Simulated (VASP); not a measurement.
Runs of VASP 6.6.1 on AlPd4. The structure is that of space group P-43m (No. 215), or close to it. The cells are those of the table. 

| task | spin | cell | k mesh | cutoff (eV) | gap on the mesh (eV) | pressure (GPa) | largest force (eV/Å) |
| --- | --- | --- | --- | --- | --- | --- | --- |
| single point | off | a = 4.484 Å, 5 atoms | 8 × 8 × 8 | 520 | none | (a) | 0.04 |
| single point | collinear, ferromagnetic start | a = 4.483 Å, 5 atoms | 4 × 4 × 4 | 520 | none | 0.3 | 0.02 |
| relaxation of cell and atoms | off | relaxed from a = 4.483 Å, 5 atoms | 8 × 8 × 8 | 600 | none | 0.0 | - |
| single point | off | a = 3.766 Å, 5 atoms | 4 × 4 × 4 | 520 | none | 325.6 | 54.40 |
| single point | off | a = 4.483 Å, 5 atoms | 4 × 4 × 4 | 520 | none | 0.3 | 0.02 |

Alike in all rows: level PBE; potentials or basis VASP PAW PBE potentials, release 64 (Al, Pd); smearing gaussian 0.1 eV.

Problem. Fill in the values left out.

Solution. (a) 0.1.

Caveats: some runs use coarse meshes; forces of over 1 eV/Å act on the atoms, so gaps and moduli don't describe the material at rest (some runs).

A k mesh can miss the band edges, and the runs leave out spin-orbit coupling on Pd.

A gap of «none» marks levels without a gap at the run's occupations.
